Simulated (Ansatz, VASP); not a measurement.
# AlP: VASP beside Ansatz

```xyz
2
Lattice="0.0000 2.8427 2.8427 2.8427 0.0000 2.8427 2.8427 2.8427 0.0000" Properties=species:S:1:pos:R:3 pbc="T T T"
Al    0.0000    0.0000    0.0000
P     4.2641    4.2641    4.2641
```

Alike in both runs: task single point; functional PBE; k mesh 8 × 8 × 8; occupations gaussian, width 0.02 eV; no spin polarisation.

```csv
,VASP,Ansatz
version,VASP 6.6.1,Ansatz 0.2.0
potentials or method,"VASP PAW PBE potentials, release 64 (Al, P), cutoff 500 eV","scalar-relativistic, plane waves, PAW"
valence electrons in the cell,8,8
```

Ansatz gave:

| Property | Result |
| --- | --- |
| gap on the k mesh at the Fermi level (eV) | 1.80 |
| least direct gap on the mesh (eV) | 2.30 |
| pressure (GPa) | -6.4 |

**Question.** What did VASP give for the same quantities?

**Answer.** gap on the k mesh at the Fermi level (eV): 1.79; least direct gap on the mesh (eV): 2.30; pressure (GPa): -6.5.
